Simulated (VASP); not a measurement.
## BaTe: single point with PBE

Crystal: BaTe.

```
CELL_PARAMETERS angstrom
0.00000 3.53239 3.53239
3.53239 0.00000 3.53239
3.53239 3.53239 0.00000
ATOMIC_POSITIONS crystal
Ba 0.00000 0.00000 0.00000
Te 0.50000 0.50000 0.50000
```

* Program: VASP 6.6.1
* Task: single point
* Functional: PBE
* Potentials or basis: VASP PAW PBE potentials, release 64 (Ba_sv, Te)
* Cutoff: 520 eV
* k mesh: 6 × 6 × 6
* Occupations: gaussian, width 0.01 eV
* Spin: non-collinear spin, zero start, spin-orbit coupling
* Starting moments: [[0.0, 0.0, 0.0], [0.0, 0.0, 0.0]] μB
* Dipole correction: no
* Further INCAR settings: ALGO = Normal; EDIFF = 1e-06; NBANDS = 28

| Property | Result |
| --- | --- |
| Pressure | 0.3 GPa |
| Net moment | 0.00 μB per cell |
| Valence electrons inside the program's atomic spheres | Ba 7.87; Te 3.46 |

Moments on the atoms (μB; x, y, z):
```
Ba  0.00 0.00 0.00
Te  0.00 0.00 0.00
```

It took 68 s on 1 thread of Intel(R) Xeon(R) 6975P-C (Granite Rapids) (shared host), peak memory 0.49 GiB.
